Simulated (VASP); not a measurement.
**Ti2C5: single point with PBE**

The system is Ti2C5.

```xyz
7
Lattice="3.2109 0.0000 0.0000 0.0000 3.2109 0.0000 0.0000 0.0000 6.7190" Properties=species:S:1:pos:R:3 pbc="T T T"
Ti    1.6055    1.6055    3.3595
Ti    0.0000    0.0000    0.0000
C     0.0000    0.0000    4.0302
C     0.0000    0.0000    2.6888
C     1.6055    1.6055    0.0000
C     1.6055    1.6055    1.3195
C     1.6055    1.6055    5.3996
```

```json
{
  "Program": "VASP 6.6.1",
  "Task": "single point",
  "Functional": "PBE",
  "Potentials or basis": "VASP PAW PBE potentials, release 64 (Ti_sv, C)",
  "Cutoff": "600 eV",
  "k mesh": "5 × 5 × 3",
  "Occupations": "gaussian, width 0.2 eV",
  "Spin": "no spin polarisation",
  "Dipole correction": "no",
  "Further INCAR settings": "ALGO = Normal; EDIFF = 1e-06; NBANDS = 31"
}
```

| Property | Result |
| --- | --- |
| Pressure | -0.2 GPa |
| Largest force | 0.099 eV/Å |
| Band gap on the k mesh | zero (bands 22 and 23 overlap by 1.94 eV) |

Forces in eV/Å, atoms in the order of the input:
```
Ti   0.000  0.000  0.000
Ti   0.000  0.000  0.000
C    0.000  0.000  0.099
C    0.000  0.000 -0.099
C    0.000  0.000  0.000
C    0.000  0.000  0.072
C    0.000  0.000 -0.072
```

Stress tensor (GPa, compression positive):
```
-0.34  0.00  0.00
 0.00 -0.34  0.00
 0.00  0.00  0.17
```

Levels at points of the mesh, in eV from the Fermi level:
| k point | band 19 | band 20 | band 21 | band 22 | band 23 | band 24 | band 25 | band 26 |
| --- | --- | --- | --- | --- | --- | --- | --- | --- |
| (0.00, 0.00, 0.00) | -2.26 | -2.04 | -1.93 | -1.75 | -1.22 | 0.37 | 0.67 | 0.73 |

Run time: 35 s on 1 thread of AMD EPYC 7R13 Processor (Zen 3), on a shared host, peak memory 0.17 GiB.

Caveat: the k points lie up to 0.39 Å⁻¹ apart, too coarse for converged energies and pressures of a metal.
